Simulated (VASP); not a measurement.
Crystal: TiSi2.

```
CELL_PARAMETERS angstrom
0.00000 4.11752 4.26290
2.38951 0.00000 4.26290
2.38951 4.11752 0.00000
ATOMIC_POSITIONS crystal
Ti 0.75000 0.75000 0.75000
Ti 0.50000 0.50000 0.50000
Si 0.41257 0.08743 0.41257
Si 0.08743 0.41257 0.08743
Si 0.16257 0.83743 0.16257
Si 0.83743 0.16257 0.83743
```

| Property | Result |
| --- | --- |
| Program | VASP 6.6.1 |
| Task | relaxation of cell and atoms |
| Functional | RPBE |
| Dispersion | D4 |
| Potentials or basis | VASP PAW PBE potentials, release 64 (Ti_sv, Si) |
| Cutoff | 600 eV |
| k mesh | 7 × 7 × 7 |
| Occupations | fermi-dirac, width 0.05 eV |
| Spin | no spin polarisation |

At the start: pressure -4.4 GPa; volume 13.98 Å³/atom.

Task: Where does the relaxation end?

Result: Over 7 steps the energy falls by 7.0 meV/atom and the volume is 13.54 Å³/atom (-3.1 %); space group Fddd (No. 70, to 0.1 Å) before and after.

The path:
```csv
step,energy change (eV),largest force (eV/Å),pressure (GPa),volume (Å³)
1,0.0000,0.0302,-4.42,83.88
2,-0.0176,0.0521,4.07,79.28
3,-0.0406,0.0427,0.20,81.20
4,-0.0419,0.0185,-0.05,81.24
5,-0.0422,0.0258,0.01,81.23
6,-0.0423,0.0165,0.00,81.24
7,-0.0423,0.0062,-0.03,81.25
```

Final structure:
```
CELL_PARAMETERS angstrom
0.00000 4.05138 4.24303
2.36329 0.00000 4.24303
2.36329 4.05138 0.00000
ATOMIC_POSITIONS crystal
Ti 0.75000 0.75000 0.75000
Ti 0.50000 0.50000 0.50000
Si 0.41313 0.08687 0.41313
Si 0.08687 0.41313 0.08687
Si 0.16313 0.83687 0.16313
Si 0.83687 0.16313 0.83687
```

Caveat: the PAW data sets were made with another functional, which shifts forces and pressure a little.
